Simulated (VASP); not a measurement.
# NaF in VASP: settings compared, part 2 of 2

VASP 6.6.1. Earlier steps stand in the parts before.

## Step 4: Single point, PBE (strain +1.9%)

File INCAR:

```
SYSTEM = NaF
PREC = Accurate
ENCUT = 520
EDIFF = 1E-6
ISMEAR = -1
SIGMA = 0.02
LREAL = .FALSE.
LASPH = .TRUE.
NELM = 80
ALGO = Normal
ISIF = 2
LWAVE = .FALSE.
LCHARG = .TRUE.
GGA = PE
LELF = .TRUE.
LVHAR = .TRUE.
NBANDS = 14
```

File KPOINTS:

```
regular mesh
0
G
  10 10 10
  0 0 0
```

File POSCAR:

```
NaF
1.0
    0.0000000000      2.3411190982      2.3411190982
    2.3411190982      0.0000000000      2.3411190982
    2.3411190982      2.3411190982      0.0000000000
Na F
1 1
Direct
    0.0000000000      0.0000000000      0.0000000000
    0.5000000000      0.5000000000      0.5000000000
```

Potentials or basis: VASP PAW PBE potentials, release 64 (Na_pv, F).

Launch:

```console
cat potpaw_PBE.64/Na_pv/POTCAR potpaw_PBE.64/F/POTCAR > POTCAR
mpirun -np 1 vasp_std > vasp.out
```

OUTCAR:

```text
SYSTEM = NaF
   PREC = Accurate
   ENCUT = 520
   EDIFF = 1E-6
   ISMEAR = -1
   LREAL = .FALSE.
   LASPH = .TRUE.
   NELM = 80
   ISIF = 2
   GGA = PE

 ion  position               nearest neighbor table
   1  0.000  0.000  0.000-   2 2.34   2 2.34   2 2.34   2 2.34   2 2.34   2 2.34
   2  0.500  0.500  0.500-   1 2.34   1 2.34   1 2.34   1 2.34   1 2.34   1 2.34

  LATTYP: Found a face centered cubic cell.
 ALAT       =     4.6822381964

  Lattice vectors:

 A1 = (   0.0000000000,   2.3411190982,   2.3411190982)
 A2 = (   2.3411190982,   0.0000000000,   2.3411190982)
 A3 = (   2.3411190982,   2.3411190982,   0.0000000000)

Analysis of symmetry for initial positions (statically):
=====================================================================
 Subroutine PRICEL returns:
 Original cell was already a primitive cell.

 Routine SETGRP: Setting up the symmetry group for a
 face centered cubic supercell.

 Subroutine GETGRP returns: Found 48 space group operations
 (whereof 48 operations were pure point group operations)
 out of a pool of 48 trial point group operations.

The static configuration has the point symmetry O_h .

Analysis of symmetry for dynamics (positions and initial velocities):
=====================================================================
 Subroutine PRICEL returns:
 Original cell was already a primitive cell.

 Routine SETGRP: Setting up the symmetry group for a
 face centered cubic supercell.

 Subroutine GETGRP returns: Found 48 space group operations
 (whereof 48 operations were pure point group operations)
 out of a pool of 48 trial point group operations.

The dynamic configuration has the point symmetry O_h .

 Subroutine INISYM returns: Found 48 space group operations
 (whereof 48 operations are pure point group operations),
 and found     1 'primitive' translations

----------------------------------------------------------------------------------------

                                     Primitive cell

  volume of cell :      25.6626

  direct lattice vectors                    reciprocal lattice vectors
     0.000000000  2.341119098  2.341119098    -0.213573073  0.213573073  0.213573073
     2.341119098  0.000000000  2.341119098     0.213573073 -0.213573073  0.213573073
     2.341119098  2.341119098  0.000000000     0.213573073  0.213573073 -0.213573073

  length of vectors
     3.310842380  3.310842380  3.310842380     0.369919414  0.369919414  0.369919414

  position of ions in fractional coordinates (direct lattice)
     0.000000000  0.000000000  0.000000000
     0.500000000  0.500000000  0.500000000

  ion indices of the primitive-cell ions
   primitive index   ion index
                 1           1
                 2           2

----------------------------------------------------------------------------------------

 KPOINTS: regular mesh

Automatic generation of k-mesh.
 Grid dimensions read from file:
 generate k-points for:   10   10   10

 Generating k-lattice:

  Cartesian coordinates                     Fractional coordinates (reciprocal lattice)
    -0.021357307  0.021357307  0.021357307     0.100000000  0.000000000  0.000000000
     0.021357307 -0.021357307  0.021357307     0.000000000  0.100000000  0.000000000
     0.021357307  0.021357307 -0.021357307     0.000000000  0.000000000  0.100000000

  Length of vectors
     0.036991941  0.036991941  0.036991941

  Shift w.r.t. Gamma in fractional coordinates (k-lattice)
     0.000000000  0.000000000  0.000000000

 Subroutine IBZKPT returns following result:
 ===========================================

 Found     47 irreducible k-points:

 Following reciprocal coordinates:
            Coordinates               Weight
  0.000000  0.000000  0.000000      1.000000
  0.100000  0.000000  0.000000      8.000000
  0.200000  0.000000  0.000000      8.000000
  0.300000  0.000000  0.000000      8.000000
  0.400000  0.000000  0.000000      8.000000
  0.500000  0.000000  0.000000      4.000000
[... 16 lines left out ...]
  0.300000  0.300000  0.000000      6.000000
  0.400000  0.300000  0.000000     24.000000
 [... further k-points ...]
   k-points           NKPTS =     47   k-points in BZ     NKDIM =     47   number of bands    NBANDS=     14
   number of dos      NEDOS =    301   number of ions     NIONS =      2
   total plane-waves  NPLWV =  21952
   dimension x,y,z NGX =    28 NGY =   28 NGZ =   28
   dimension x,y,z NGXF=    56 NGYF=   56 NGZF=   56
   ions per type =               1   1
   NGX,Y,Z   is equivalent  to a cutoff of  14.06, 14.06, 14.06 a.u.
   NGXF,Y,Z  is equivalent  to a cutoff of  28.12, 28.12, 28.12 a.u.
 SYSTEM =  NaF
   PREC   = accura    normal or accurate (medium, high low for compatibility)
   ISTART =      0    job   : 0-new  1-cont  2-samecut
   ICHARG =      2    charge: 1-file 2-atom 10-const
   ISPIN  =      1    spin polarized calculation?
   LNONCOLLINEAR =      F non collinear calculations
   LSORBIT =      F    spin-orbit coupling
   LASPH  =      T    aspherical Exc in radial PAW
   ENCUT  =  520.0 eV  38.22 Ry    6.18 a.u.   6.16  6.16  6.16*2*pi/ulx,y,z
   NELM   =     80;   NELMIN=  2; NELMDL= -5     # of ELM steps
   EDIFF  = 0.1E-05   stopping-criterion for ELM
   LREAL  =      F    real-space projection
   EDIFFG = 0.1E-04   stopping-criterion for IOM
   NSW    =      0    number of steps for IOM
   IBRION =     -1    ionic relax: 0-MD 1-quasi-New 2-CG
   NFREE  =      0    steps in history (QN), initial steepest desc. (CG)
   ISIF   =      2    stress and relaxation
   ISYM   =      2    0-nonsym 1-usesym 2-fastsym
   POTIM  = 0.5000    time-step for ionic-motion
   TEBEG  =    0.0;   TEEND  =   0.0 temperature during run
   PSTRESS=    0.0 pullay stress
   NELECT =      14.0000    total number of electrons
   NUPDOWN=      -1.0000    fix difference up-down
   EMIN   =  10.00;   EMAX   =-10.00  energy-range for DOS
   EFERMI =   0.00;   METHOD = LEGACY
   ISMEAR =    -1;   SIGMA  =   0.02  broadening in eV -4-tet -1-fermi 0-gaus
   EFERMI_NEDOS =   21; number of points for ismear=-14 and -15
   IALGO  =     38    algorithm
   IMIX   =      4    mixing-type and parameters
     AMIX     =   0.40;   BMIX     =  1.00
     AMIX_MAG =   1.60;   BMIX_MAG =  1.00
  volume/ion in A,a.u.               =      12.83        86.59
  Fermi-wavevector in a.u.,A,eV,Ry     =   1.337675  2.527840 24.345923  1.789375
  Thomas-Fermi vector in A             =   2.466205
   LORBIT       =      0    0 simple, 1 ext, 2 COOP (PROOUT), +10 PAW based schemes
   GGA     = PE    functional components
   LHFCALC =     F    Hartree Fock is set to
   AEXX    =    0.0000 exact exchange contribution
   IVDW    =     0    specifies the selected vdW correction
   LEPSILON=     F    determine dielectric tensor
   LRPA    =     F    only Hartree local field effects (RPA)
 non-spin polarized calculation
  energy-cutoff  :      520.00
  volume of cell :       25.66
 maximum number of plane-waves:       701
 NGX is ok and might be reduce to    28
   NGX = 13   NGY = 13   NGZ = 13

 number of electron      14.0000005 magnetization

 Free energy of the ion-electron system (eV)
  ---------------------------------------------------
  ext. energy  EPLUGINS =         0.00000000
  ---------------------------------------------------
  free energy    TOTEN  =        -8.56869162 eV

  energy without entropy =       -8.56869162  energy(sigma->0) =       -8.56869162

 E-fermi :  -1.6679     XC(G=0):  -9.0082

 val. band max:       -2.2162226108   @ k =   0.0000   0.0000   0.0000
 cond. band min:       3.9179402014   @ k =   0.0000   0.0000   0.0000
 fundamental gap:      6.1341628123
 Fermi energy:        -1.6679153529

 k-point     1 :       0.0000    0.0000    0.0000
  band No.  band energies     occupation
      1     -21.3392      2.00000
      2     -21.2569      2.00000
      3     -21.2569      2.00000
      4     -21.2569      2.00000
      5      -2.2162      2.00000
      6      -2.2162      2.00000
      7      -2.2162      2.00000
      8       3.9179      0.00000
      9      16.5372      0.00000
     10      16.5372      0.00000
     11      16.5372      0.00000
     12      19.3357      0.00000
     13      21.4782      0.00000
     14      21.4782      0.00000
[... 375 lines left out ...]
 k-point    24 :       0.4000    0.3000    0.0000
  band No.  band energies     occupation
      1     -21.6604      2.00000
      2     -21.2997      2.00000
      3     -21.2927      2.00000
      4     -20.8206      2.00000
      5      -3.3430      2.00000
      6      -2.5832      2.00000
      7      -2.5299      2.00000
      8       8.1146      0.00000
      9      11.4984      0.00000
     10      14.1936      0.00000
     11      17.0230      0.00000
     12      17.0591      0.00000
     13      22.6344      0.00000
     14      24.0371      0.00000

 [... further k-points ...]
[... 5 lines left out ...]
  --------------------------------------------------------------------------------------
  -------------------------------------------------------------------------------------
  Total        0.0646842      0.0646842      0.0646842      0.0000000      0.0000000      0.0000000
  in kB        4.0383878      4.0383878      4.0383878      0.0000000      0.0000000      0.0000000
  external PRESSURE =       4.0383878 kB  Pullay stress =       0.0000000 kB

 VOLUME and BASIS-vectors are now :
 -----------------------------------------------------------------------------
  energy-cutoff  :      520.00
  volume of cell :       25.66
      direct lattice vectors                 reciprocal lattice vectors
     0.000000000  2.341119098  2.341119098    -0.213573073  0.213573073  0.213573073
     2.341119098  0.000000000  2.341119098     0.213573073 -0.213573073  0.213573073
     2.341119098  2.341119098  0.000000000     0.213573073  0.213573073 -0.213573073

 POSITION                                       TOTAL-FORCE (eV/Angst)
 -----------------------------------------------------------------------------------
      0.00000      0.00000      0.00000         0.000000      0.000000     -0.000000
      2.34112      2.34112      2.34112        -0.000000     -0.000000      0.000000
 -----------------------------------------------------------------------------------
    total drift:                                0.000000      0.000000      0.000000

  FREE ENERGIE OF THE ION-ELECTRON SYSTEM (eV)
  ---------------------------------------------------
  free  energy   TOTEN  =        -8.5686916205 eV

  energy  without entropy=       -8.5686916205  energy(sigma->0) =       -8.56869162
```

OSZICAR:

```text
N       E                     dE             d eps       ncg     rms          rms(c)
DAV:   1     0.108414724626E+03    0.10841E+03   -0.77876E+03  1360   0.122E+03
DAV:   2    -0.385997505528E+01   -0.11227E+03   -0.10462E+03  1466   0.345E+02
DAV:   3    -0.942364230736E+01   -0.55637E+01   -0.55535E+01  1670   0.687E+01
DAV:   4    -0.946954877124E+01   -0.45906E-01   -0.45904E-01  1430   0.674E+00
DAV:   5    -0.947002162064E+01   -0.47285E-03   -0.47285E-03  1682   0.681E-01    0.542E+00
DAV:   6    -0.857730580627E+01    0.89272E+00   -0.31503E+00  1582   0.146E+01    0.185E+00
DAV:   7    -0.856665412949E+01    0.10652E-01   -0.29757E-02  1364   0.204E+00    0.106E+00
DAV:   8    -0.856809592374E+01   -0.14418E-02   -0.30031E-02  1412   0.353E+00    0.151E-01
DAV:   9    -0.856881869920E+01   -0.72278E-03   -0.43628E-03  1598   0.599E-01    0.132E-01
DAV:  10    -0.856869245942E+01    0.12624E-03   -0.85919E-04  1448   0.318E-01    0.137E-02
DAV:  11    -0.856869118542E+01    0.12740E-05   -0.30340E-05  1568   0.821E-02    0.367E-03
DAV:  12    -0.856869162052E+01   -0.43510E-06   -0.16372E-06  1454   0.161E-02
   1 F= -.85686916E+01 E0= -.85686916E+01  d E =-.169144E-13
```

stdout:

```text
POSCAR found type information on POSCAR NaF
 POSCAR found :  2 types and       2 ions
 scaLAPACK will be used
 LDA part: xc-table for (Slater+PW92), standard interpolation
 POSCAR, INCAR and KPOINTS ok, starting setup
 FFT: planning ... GRIDC
 FFT: planning ... GRID_SOFT
 FFT: planning ... GRID
 WAVECAR not read
 entering main loop
```

Wall time 33 s (1 thread of Intel Xeon 8259CL, shared host); peak memory 0.15 GiB.

What came out:

```
Free energy            : -8.5687 eV
Pressure               : 0.4 GPa
Band gap on the k mesh : 6.13 eV
```

Levels at points of the mesh, in eV from the valence-band top:
```csv
k point,band 3,band 4,band 5,band 6,band 7,band 8,band 9,band 10,band 11,band 12
"(0.00, 0.00, 0.00)",-19.04,-19.04,0.00,0.00,0.00,6.13,18.75,18.75,18.75,21.55
"(0.50, 0.00, 0.00)",-19.05,-18.25,-1.52,-0.24,-0.24,10.59,12.20,19.77,19.77,22.54
"(0.50, 0.50, 0.00)",-19.09,-18.89,-1.23,-0.39,-0.39,12.90,13.20,13.30,19.37,19.37
```

Caveat: the cell differs from its parent crystal (strain +1.9%).

## Step 5: Overview

```tsv
level	cell	cutoff (eV)	smearing	gap on the mesh (eV)	pressure (GPa)
PBE	a = 3.221, b = 3.221, c = 3.155 Å, angles 60.7, 60.7, 58.6°, 2 atoms	600	fermi-dirac 0.02 eV	6.71	6.9
r2SCAN	a = 3.221, b = 3.221, c = 3.155 Å, angles 60.7, 60.7, 58.6°, 2 atoms	660	gaussian 0.01 eV	7.60	2.3
PBE	a = 3.311 Å, angles 60.0°, 2 atoms	520	fermi-dirac 0.02 eV	6.13	0.4
```

Alike in all rows: task single point; potentials or basis VASP PAW PBE potentials, release 64 (Na_pv, F); no spin polarisation; k mesh 10 × 10 × 10.

Caveats: the cell stands under pressure (at least some runs); the PAW data sets were made with another functional, which shifts forces and pressure a little (at least some runs).

Absolute energies hang on the potentials; compare differences alone.
